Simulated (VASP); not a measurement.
# Re (Fm-3m) in VASP: single point with PBEsol

Aim: the single point of Re with PBEsol.

Everything below comes from runs of VASP 6.6.1. Logs are shortened: lines on timing, memory, paths and dates and some standing lists are left out, and cuts for length are marked.

### 1 The cell of the first run

Symmetry: Fm-3m, No. 225, cubic system. The conventional cell has a = 3.880 Å, b = 3.880 Å, c = 3.880 Å, α = 90.00°, β = 90.00°, γ = 90.00°. Within 3.6 Å of Re (site symmetry m-3m) lie 12 Re at 2.74 Å.

This isn't the form of Re at room conditions, which is hcp.

### 2 Single point, PBEsol

File INCAR:

```
PREC     = Accurate       # precision mode
ENCUT    = 520            # plane-wave cutoff, eV
EDIFF    = 1E-6           # SCF threshold, eV
ISMEAR   = 0              # smearing method
SIGMA    = 0.1            # smearing width, eV
LREAL    = F              # projectors in reciprocal space
LASPH    = T              # aspherical terms in the spheres
NELM     = 60             # most SCF steps
ALGO     = Normal         # electronic algorithm
ISIF     = 2              # what is computed and relaxed
LWAVE    = F              # write WAVECAR
LCHARG   = F              # write CHGCAR
GGA      = PS             # functional
NBANDS   = 10             # bands
```

File KPOINTS:

```
regular mesh
0
Gamma
  24 24 24
```

File POSCAR:

```
Re
1.0
    0.0000000000      1.9401506223      1.9401506223
    1.9401506223      0.0000000000      1.9401506223
    1.9401506223      1.9401506223      0.0000000000
Re
1
Direct
    0.5000000000      0.5000000000      0.5000000000
```

Potentials or basis: VASP PAW PBE potentials, release 64 (Re).

On the command line:

```console
> cat potpaw_PBE.64/Re/POTCAR > POTCAR
> mpirun -np 1 vasp_std > vasp.out
```

OUTCAR:

```text
PREC = Accurate
   ENCUT = 520
   EDIFF = 1E-6
   ISMEAR = 0
   LREAL = F
   LASPH = T
   NELM = 60
   ISIF = 2
   GGA = PS

 ion  position               nearest neighbor table
   1  0.500  0.500  0.500-

  LATTYP: Found a face centered cubic cell.
 ALAT       =     3.8803012446

  Lattice vectors:

 A1 = (   0.0000000000,   1.9401506223,   1.9401506223)
 A2 = (   1.9401506223,   0.0000000000,   1.9401506223)
 A3 = (   1.9401506223,   1.9401506223,   0.0000000000)

Analysis of symmetry for initial positions (statically):
=====================================================================
 Subroutine PRICEL returns:
 Original cell was already a primitive cell.

 Routine SETGRP: Setting up the symmetry group for a
 face centered cubic supercell.

 Subroutine GETGRP returns: Found 48 space group operations
 (whereof 48 operations were pure point group operations)
 out of a pool of 48 trial point group operations.

The static configuration has the point symmetry O_h .

Analysis of symmetry for dynamics (positions and initial velocities):
=====================================================================
 Subroutine PRICEL returns:
 Original cell was already a primitive cell.

 Routine SETGRP: Setting up the symmetry group for a
 face centered cubic supercell.

 Subroutine GETGRP returns: Found 48 space group operations
 (whereof 48 operations were pure point group operations)
 out of a pool of 48 trial point group operations.

The dynamic configuration has the point symmetry O_h .

 Subroutine INISYM returns: Found 48 space group operations
 (whereof 48 operations are pure point group operations),
 and found     1 'primitive' translations

----------------------------------------------------------------------------------------

                                     Primitive cell

  volume of cell :      14.6062

  direct lattice vectors                    reciprocal lattice vectors
     0.000000000  1.940150622  1.940150622    -0.257711950  0.257711950  0.257711950
     1.940150622  0.000000000  1.940150622     0.257711950 -0.257711950  0.257711950
     1.940150622  1.940150622  0.000000000     0.257711950  0.257711950 -0.257711950

  length of vectors
     2.743787323  2.743787323  2.743787323     0.446370191  0.446370191  0.446370191

  position of ions in fractional coordinates (direct lattice)
     0.500000000  0.500000000  0.500000000

  ion indices of the primitive-cell ions
   primitive index   ion index
                 1           1

----------------------------------------------------------------------------------------

 KPOINTS: regular mesh

Automatic generation of k-mesh.
 Grid dimensions read from file:
 generate k-points for:   24   24   24

 Generating k-lattice:

  Cartesian coordinates                     Fractional coordinates (reciprocal lattice)
    -0.010737998  0.010737998  0.010737998     0.041666667  0.000000000  0.000000000
     0.010737998 -0.010737998  0.010737998     0.000000000  0.041666667  0.000000000
     0.010737998  0.010737998 -0.010737998     0.000000000  0.000000000  0.041666667

  Length of vectors
     0.018598758  0.018598758  0.018598758

  Shift w.r.t. Gamma in fractional coordinates (k-lattice)
     0.000000000  0.000000000  0.000000000

 Subroutine IBZKPT returns following result:
 ===========================================

 Found    413 irreducible k-points:

 Following reciprocal coordinates:
            Coordinates               Weight
  0.000000  0.000000  0.000000      1.000000
  0.041667  0.000000  0.000000      8.000000
  0.083333  0.000000  0.000000      8.000000
  0.125000  0.000000  0.000000      8.000000
  0.166667  0.000000  0.000000      8.000000
  0.208333  0.000000  0.000000      8.000000
[... 16 lines left out ...]
  0.416667  0.041667  0.000000     24.000000
  0.458333  0.041667  0.000000     24.000000
 [... further k-points ...]
   k-points           NKPTS =    413   k-points in BZ     NKDIM =    413   number of bands    NBANDS=     10
   number of dos      NEDOS =    301   number of ions     NIONS =      1
   total plane-waves  NPLWV =   8000
   dimension x,y,z NGX =    20 NGY =   20 NGZ =   20
   dimension x,y,z NGXF=    40 NGYF=   40 NGZF=   40
   ions per type =               1
   NGX,Y,Z   is equivalent  to a cutoff of  12.12, 12.12, 12.12 a.u.
   NGXF,Y,Z  is equivalent  to a cutoff of  24.24, 24.24, 24.24 a.u.
 SYSTEM =  unknown system
   PREC   = accura    normal or accurate (medium, high low for compatibility)
   ISTART =      0    job   : 0-new  1-cont  2-samecut
   ICHARG =      2    charge: 1-file 2-atom 10-const
   ISPIN  =      1    spin polarized calculation?
   LNONCOLLINEAR =      F non collinear calculations
   LSORBIT =      F    spin-orbit coupling
   LASPH  =      T    aspherical Exc in radial PAW
   ENCUT  =  520.0 eV  38.22 Ry    6.18 a.u.   5.10  5.10  5.10*2*pi/ulx,y,z
   NELM   =     60;   NELMIN=  2; NELMDL= -5     # of ELM steps
   EDIFF  = 0.1E-05   stopping-criterion for ELM
   LREAL  =      F    real-space projection
   EDIFFG = 0.1E-04   stopping-criterion for IOM
   NSW    =      0    number of steps for IOM
   IBRION =     -1    ionic relax: 0-MD 1-quasi-New 2-CG
   NFREE  =      0    steps in history (QN), initial steepest desc. (CG)
   ISIF   =      2    stress and relaxation
   ISYM   =      2    0-nonsym 1-usesym 2-fastsym
   POTIM  = 0.5000    time-step for ionic-motion
   TEBEG  =    0.0;   TEEND  =   0.0 temperature during run
   PSTRESS=    0.0 pullay stress
   NELECT =       7.0000    total number of electrons
   NUPDOWN=      -1.0000    fix difference up-down
   EMIN   =  10.00;   EMAX   =-10.00  energy-range for DOS
   EFERMI =   0.00;   METHOD = LEGACY
   ISMEAR =     0;   SIGMA  =   0.10  broadening in eV -4-tet -1-fermi 0-gaus
   EFERMI_NEDOS =   21; number of points for ismear=-14 and -15
   IALGO  =     38    algorithm
   IMIX   =      4    mixing-type and parameters
     AMIX     =   0.40;   BMIX     =  1.00
     AMIX_MAG =   1.60;   BMIX_MAG =  1.00
  volume/ion in A,a.u.               =      14.61        98.57
  Fermi-wavevector in a.u.,A,eV,Ry     =   1.281136  2.420997 22.331388  1.641311
  Thomas-Fermi vector in A             =   2.413524
   LORBIT       =      0    0 simple, 1 ext, 2 COOP (PROOUT), +10 PAW based schemes
   GGA     = PS    functional components
   LHFCALC =     F    Hartree Fock is set to
   AEXX    =    0.0000 exact exchange contribution
   IVDW    =     0    specifies the selected vdW correction
   LEPSILON=     F    determine dielectric tensor
   LRPA    =     F    only Hartree local field effects (RPA)
 non-spin polarized calculation
 Gauss-broadening in eV      SIGMA  =   0.10
  energy-cutoff  :      520.00
  volume of cell :       14.61
 maximum number of plane-waves:       411
   NGX = 11   NGY = 11   NGZ = 11

 number of electron       7.0000001 magnetization

 Free energy of the ion-electron system (eV)
  ---------------------------------------------------
  ext. energy  EPLUGINS =         0.00000000
  ---------------------------------------------------
  free energy    TOTEN  =       -13.30403774 eV

  energy without entropy =      -13.29905590  energy(sigma->0) =      -13.30154682

 E-fermi :   8.0781     XC(G=0): -13.8606

 val. band max:        8.0737323425   @ k =   0.5000   0.2500   0.0417
 cond. band min:       8.0799311272   @ k =   0.4583   0.3750   0.0417
 fundamental gap:      0.0061987847
 Fermi energy:         8.0781447016

 k-point     1 :       0.0000    0.0000    0.0000
  band No.  band energies     occupation
      1      -2.1375      2.00000
      2       6.1387      2.00000
      3       6.1387      2.00000
      4       6.1387      2.00000
      5       9.3628      0.00000
      6       9.3628      0.00000
      7      22.0398      0.00000
      8      27.7112      0.00000
      9      27.7112      0.00000
     10      27.7112      0.00000

 k-point     2 :       0.0417    0.0000    0.0000
  band No.  band energies     occupation
      1      -2.0554      2.00000
      2       6.0813      2.00000
      3       6.1781      2.00000
      4       6.1781      2.00000
      5       9.3299      0.00000
      6       9.3299      0.00000
      7      22.2018      0.00000
      8      27.2475      0.00000
      9      27.8618      0.00000
     10      27.8618      0.00000

 k-point     3 :       0.0833    0.0000    0.0000
  band No.  band energies     occupation
      1      -1.8138      2.00000
      2       5.9230      2.00000
      3       6.2880      2.00000
      4       6.2880      2.00000
      5       9.2450      0.00000
      6       9.2450      0.00000
      7      22.6637      0.00000
      8      26.2758      0.00000
      9      28.3054      0.00000
     10      28.3054      0.00000

 k-point     4 :       0.1250    0.0000    0.0000
  band No.  band energies     occupation
      1      -1.4287      2.00000
      2       5.7028      2.00000
      3       6.4409      2.00000
      4       6.4409      2.00000
      5       9.1500      0.00000
      6       9.1500      0.00000
      7      23.3283      0.00000
      8      25.2570      0.00000
      9      29.0190      0.00000
     10      29.0190      0.00000
[... 222 lines left out ...]
 k-point    22 :       0.3750    0.0417    0.0000
  band No.  band energies     occupation
      1       1.1128      2.00000
      2       6.1049      2.00000
      3       6.2983      2.00000
      4       6.3541      2.00000
      5      10.7036      0.00000
      6      11.1567      0.00000
      7      20.0428      0.00000
      8      23.6342      0.00000
      9      30.0396      0.00000
     10      31.0591      0.00000

 k-point    23 :       0.4167    0.0417    0.0000
  band No.  band energies     occupation
      1       1.1838      2.00000
      2       5.9629      2.00000
      3       6.1538      2.00000
      4       7.0872      2.00000
      5      11.3060      0.00000
      6      11.5964      0.00000
      7      19.2478      0.00000
      8      22.6291      0.00000
      9      29.0658      0.00000
     10      29.8454      0.00000

 k-point    24 :       0.4583    0.0417    0.0000
  band No.  band energies     occupation
      1       1.1988      2.00000
      2       5.8668      2.00000
      3       6.0473      2.00000
      4       7.7462      2.00000
      5      11.8108      0.00000
      6      11.8873      0.00000
      7      18.5284      0.00000
      8      21.9882      0.00000
      9      28.4434      0.00000
     10      28.8896      0.00000

 [... further k-points ...]

------------------------ aborting loop because EDIFF is reached ----------------------------------------

  FORCE on cell =-STRESS in cart. coord.  units (eV):
  Direction    XX          YY          ZZ          XY          YZ          ZX
  --------------------------------------------------------------------------------------
  -------------------------------------------------------------------------------------
  Total       -0.0043270     -0.0043270     -0.0043270      0.0000000     -0.0000000      0.0000000
  in kB       -0.4746343     -0.4746343     -0.4746343      0.0000000     -0.0000000      0.0000000
  external PRESSURE =      -0.4746343 kB  Pullay stress =       0.0000000 kB

 VOLUME and BASIS-vectors are now :
 -----------------------------------------------------------------------------
  energy-cutoff  :      520.00
  volume of cell :       14.61
      direct lattice vectors                 reciprocal lattice vectors
     0.000000000  1.940150622  1.940150622    -0.257711950  0.257711950  0.257711950
     1.940150622  0.000000000  1.940150622     0.257711950 -0.257711950  0.257711950
     1.940150622  1.940150622  0.000000000     0.257711950  0.257711950 -0.257711950

 POSITION                                       TOTAL-FORCE (eV/Angst)
 -----------------------------------------------------------------------------------
      1.94015      1.94015      1.94015         0.000000      0.000000      0.000000
 -----------------------------------------------------------------------------------
    total drift:                                0.000000      0.000000      0.000000

  FREE ENERGIE OF THE ION-ELECTRON SYSTEM (eV)
  ---------------------------------------------------
  free  energy   TOTEN  =       -13.3040377412 eV

  energy  without entropy=      -13.2990559041  energy(sigma->0) =      -13.30154682
```

Wall time 88 s (1 thread of Intel Xeon 8259CL, shared host); peak memory 0.18 GiB.

Results:

```yaml
Free_energy: -13.3040 eV
Pressure: 0.0 GPa
Band_gap_on_the_k_mesh: zero (an odd number of electrons rules out a gap without spin polarisation)
```

Levels at points of the mesh, in eV from the Fermi level:
```tsv
k point	band 1	band 2	band 3	band 4	band 5	band 6	band 7	band 8
(0.00, 0.00, 0.00)	-10.22	-1.94	-1.94	-1.94	1.28	1.28	13.96	19.63
(0.50, 0.00, 0.00)	-6.95	-2.16	-2.16	0.23	3.88	3.88	10.07	13.45
(0.50, 0.50, 0.00)	-6.92	-6.03	2.84	3.83	4.65	4.65	12.34	12.34
```

Caveat: the PAW data sets were made with another functional, which shifts forces and pressure a little; spin-orbit coupling is left out, which moves the levels of the heavy elements.
